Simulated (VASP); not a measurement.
# SnSe (R-3m) in VASP: further runs

SnSe is run at these levels: PBEsol; tasks: electric field gradients.

Everything below comes from runs of VASP 6.6.1. Logs are shortened: lines on timing, memory, paths and dates and some standing lists are left out, and cuts for length are marked.

## Step 1: The cell of the first run

The structure is trigonal, space group R-3m (No. 166). Conventional cell: a = 4.278 Å, b = 4.278 Å, c = 10.323 Å, α = 90.00°, β = 90.00°, γ = 120.00°. Sn (site symmetry -3m) has 6 Se at 3.01 Å within 4.0 Å. Within 4.0 Å of Se (site symmetry -3m) lie 6 Sn at 3.01 Å.

## Step 2: Electric field gradients, PBEsol (equal xy, yz and zx shear strains of -1 %)

Input file INCAR:

```
PREC = Accurate
ENCUT = 520
EDIFF = 1E-8
ISMEAR = -1
SIGMA = 0.01
LREAL = False
LASPH = True
NELM = 60
ALGO = Normal
ISIF = 2
LWAVE = False
LCHARG = False
GGA = PS
LEFG = True
NBANDS = 17
```

Input file KPOINTS:

```
regular mesh
0
Gamma
  7 7 7
```

Input file POSCAR:

```
SnSe
1.0
   -0.0301000000      2.9949500000      2.9949500000
    2.9949500000     -0.0301000000      2.9949500000
    2.9949500000      2.9949500000     -0.0301000000
Sn Se
1 1
Direct
    0.0000000000      0.0000000000      0.0000000000
    0.5000000000      0.5000000000      0.5000000000
```

Potentials or basis: VASP PAW PBE potentials, release 64 (Sn_d, Se).

Command:

```
cat potpaw_PBE.64/Sn_d/POTCAR potpaw_PBE.64/Se/POTCAR > POTCAR
mpirun -np 1 vasp_std > vasp.out
```

OUTCAR:

```text
PREC = Accurate
   ENCUT = 520
   EDIFF = 1E-8
   ISMEAR = -1
   LREAL = False
   LASPH = True
   NELM = 60
   ISIF = 2
   GGA = PS

 ion  position               nearest neighbor table
   1  0.000  0.000  0.000-   2 3.01   2 3.01   2 3.01   2 3.01   2 3.01   2 3.01
   2  0.500  0.500  0.500-   1 3.01   1 3.01   1 3.01   1 3.01   1 3.01   1 3.01

  LATTYP: Found a trigonal (rhomboedric) cell.
 ALAT       =     4.2356058616
 COS(alpha) =     0.4899250057

  Lattice vectors:

 A1 = (  -0.0301000000,   2.9949500000,   2.9949500000)
 A2 = (   2.9949500000,  -0.0301000000,   2.9949500000)
 A3 = (   2.9949500000,   2.9949500000,  -0.0301000000)

Analysis of symmetry for initial positions (statically):
=====================================================================
 Subroutine PRICEL returns:
 Original cell was already a primitive cell.

 Routine SETGRP: Setting up the symmetry group for a
 trigonal (rhombohedral) supercell.

 Subroutine GETGRP returns: Found 12 space group operations
 (whereof 12 operations were pure point group operations)
 out of a pool of 12 trial point group operations.

The static configuration has the point symmetry D_3d.

Analysis of symmetry for dynamics (positions and initial velocities):
=====================================================================
 Subroutine PRICEL returns:
 Original cell was already a primitive cell.

 Routine SETGRP: Setting up the symmetry group for a
 trigonal (rhombohedral) supercell.

 Subroutine GETGRP returns: Found 12 space group operations
 (whereof 12 operations were pure point group operations)
 out of a pool of 12 trial point group operations.

The dynamic configuration has the point symmetry D_3d.

 Subroutine INISYM returns: Found 12 space group operations
 (whereof 12 operations are pure point group operations),
 and found     1 'primitive' translations

----------------------------------------------------------------------------------------

                                     Primitive cell

  volume of cell :      54.5377

  direct lattice vectors                    reciprocal lattice vectors
    -0.030100000  2.994950000  2.994950000    -0.164451744  0.166121305  0.166121305
[... 116 lines left out ...]
   LRPA    =     F    only Hartree local field effects (RPA)
 non-spin polarized calculation
  energy-cutoff  :      520.00
  volume of cell :       54.54
 maximum number of plane-waves:      1480
   NGX = 15   NGY = 15   NGZ = 15

 number of electron      20.0000005 magnetization

 Free energy of the ion-electron system (eV)
  ---------------------------------------------------
  ext. energy  EPLUGINS =         0.00000000
  ---------------------------------------------------
  free energy    TOTEN  =        -8.97334348 eV

  energy without entropy =       -8.97334348  energy(sigma->0) =       -8.97334348

 E-fermi :   5.6396     XC(G=0):  -9.7766

 val. band max:        5.3651789370   @ k =  -0.2857   0.1429  -0.0000
 cond. band min:       5.9996989373   @ k =   0.4286   0.2857   0.2857
 fundamental gap:      0.6345200003
 Fermi energy:         5.6395714085

 k-point     1 :       0.0000    0.0000    0.0000
  band No.  band energies     occupation
      1     -16.0447      2.00000
      2     -16.0447      2.00000
      3     -16.0443      2.00000
      4     -16.0422      2.00000
      5     -16.0422      2.00000
      6      -8.4337      2.00000
[... 457 lines left out ...]
      4     -16.0332      2.00000
      5     -16.0323      2.00000
      6      -7.6382      2.00000
[... 9 lines left out ...]
     16      15.2134      0.00000
     17      15.8032      0.00000

 [... further k-points ...]
[... 5 lines left out ...]
  --------------------------------------------------------------------------------------
  -------------------------------------------------------------------------------------
  Total       -0.6384440     -0.6384440     -0.6384440      0.0629688      0.0629688      0.0629688
  in kB      -18.7558434    -18.7558434    -18.7558434      1.8498625      1.8498625      1.8498625
  external PRESSURE =     -18.7558434 kB  Pullay stress =       0.0000000 kB

 VOLUME and BASIS-vectors are now :
 -----------------------------------------------------------------------------
  energy-cutoff  :      520.00
  volume of cell :       54.54
      direct lattice vectors                 reciprocal lattice vectors
    -0.030100000  2.994950000  2.994950000    -0.164451744  0.166121305  0.166121305
     2.994950000 -0.030100000  2.994950000     0.166121305 -0.164451744  0.166121305
     2.994950000  2.994950000 -0.030100000     0.166121305  0.166121305 -0.164451744

 POSITION                                       TOTAL-FORCE (eV/Angst)
 -----------------------------------------------------------------------------------
      0.00000      0.00000      0.00000        -0.000000      0.000000     -0.000000
      2.97990      2.97990      2.97990         0.000000     -0.000000      0.000000
 -----------------------------------------------------------------------------------
    total drift:                                0.000000     -0.000000     -0.000000

  FREE ENERGIE OF THE ION-ELECTRON SYSTEM (eV)
  ---------------------------------------------------
  free  energy   TOTEN  =        -8.9733434770 eV

  energy  without entropy=       -8.9733434770  energy(sigma->0) =       -8.97334348

 Electric field gradients (V/A^2)
---------------------------------------------------------------------
 ion       V_xx      V_yy      V_zz      V_xy      V_xz      V_yz
---------------------------------------------------------------------
   1       0.000    -0.000    -0.000     0.027     0.027     0.027
   2      -0.000     0.000    -0.000    -3.335    -3.335    -3.335
---------------------------------------------------------------------

 Electric field gradients after diagonalization (V/A^2)
 (convention: |V_zz| > |V_xx| > |V_yy|)
----------------------------------------------------------------------
 ion       V_xx      V_yy      V_zz     asymmetry (V_yy - V_xx)/ V_zz
----------------------------------------------------------------------
   1      -0.027    -0.027     0.053       0.000
   2       3.335     3.335    -6.671       0.000
----------------------------------------------------------------------

           NMR quadrupolar parameters

 Cq : quadrupolar parameter    Cq=e*Q*V_zz/h
 eta: asymmetry parameters     (V_yy - V_xx)/ V_zz
 Q  : nuclear electric quadrupole moment in mb (millibarn)
----------------------------------------------------------------------
 ion       Cq(MHz)       eta       Q (mb)
----------------------------------------------------------------------
   1       0.000       0.000       1.000
   2      -0.016       0.000       1.000
----------------------------------------------------------------------
```

It took 31 s on 1 thread of Intel Xeon Platinum 8259CL at 2.50GHz (Skylake/Cascade Lake), shared host; peak memory 0.2 GiB.

Results:

* Free energy: -8.9733 eV
* Pressure: -1.9 GPa
* Band gap on the k mesh: 0.63 eV, indirect (least direct gap 0.71 eV)

Stress tensor (GPa, compression positive):
```
-1.88  0.18  0.18
 0.18 -1.88  0.18
 0.18  0.18 -1.88
```

Electric field gradients, principal values (V/Å²):
```
atom   least  middle  greatest (by size)
1 Sn  -0.027  -0.027               0.053
2 Se   3.335   3.335              -6.671
```

Caveat: the cell differs from its parent crystal (equal xy, yz and zx shear strains of -1 %); without QUAD_EFG the Cq values of the log hold for a quadrupole moment of 1 mb, not for the nuclei; the PAW data sets were made with another functional, which shifts forces and pressure a little; spin-orbit coupling is left out, which moves the levels of the heavy elements. A k mesh can miss the band edges.

[end of part 1 of 2]
